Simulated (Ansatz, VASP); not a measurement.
# Two plane-wave programs on TiN

```
Ti N
1.0
     0.00000    2.12200    2.12200
     2.12200    0.00000    2.12200
     2.12200    2.12200    0.00000
Ti N
1 1
Direct
  0.00000 0.00000 0.00000
  0.50000 0.50000 0.50000
```

Alike in both runs: task relaxation of cell and atoms; functional PBE; dispersion D3(BJ); k mesh 18 × 18 × 18; occupations gaussian, width 0.1 eV; no spin polarisation.

```csv
,VASP,Ansatz
version,VASP 6.6.1,Ansatz 0.2.0
potentials or method,"VASP PAW PBE potentials, release 64 (Ti_sv, N), cutoff 600 eV","scalar-relativistic, plane waves, PAW"
valence electrons in the cell,17,17
```

```csv
,VASP,Ansatz,Ansatz less VASP
"gap on the k mesh at the Fermi level, each at its own relaxed structure (eV)",none,none,-
relaxed volume (Å³/atom),9.31,9.30,-0.013
relaxed cell length with the largest relative difference (Å),2.975,2.974,-0.0013
```

A gap of «none» marks a metal or a gap that the smearing closes.
